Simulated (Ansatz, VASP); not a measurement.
Two plane-wave programs on Pd

```
Pd
1.0
     0.00000    1.95677    1.95677
     1.95677    0.00000    1.95677
     1.95677    1.95677    0.00000
Pd
1
Direct
  0.00000 0.00000 0.00000
```

Alike in both runs: task single point; functional r2SCAN; k mesh 14 × 14 × 14; occupations methfessel-paxton of order 1, width 0.01 eV; collinear spin.

```csv
,VASP,Ansatz
version,VASP 6.6.1,Ansatz 0.2.0
potentials or method,"VASP PAW PBE potentials, release 64 (Pd), cutoff 520 eV","plane waves (500 eV) with PAW, scalar-relativistic"
valence electrons in the cell,10,18
```

```tsv
	VASP	Ansatz	Ansatz less VASP
pressure (GPa)	0.6	0.0	-0.68
net moment per atom (μB)	0.48	0.48	0.000
size of the moment on the site where the two differ most (μB)	0.49	0.50	+0.010
```

VASP's potentials were made for PBE, not for r2SCAN. Site moments also hang on the region over which each program counts them. The functional is the same, so the differences come from potentials, cutoffs and numerics. VASP's potentials hold 10 valence electrons a cell and Ansatz's 18, so a difference there can come from the potentials and not from the codes. Ansatz's warnings: stability check not made.
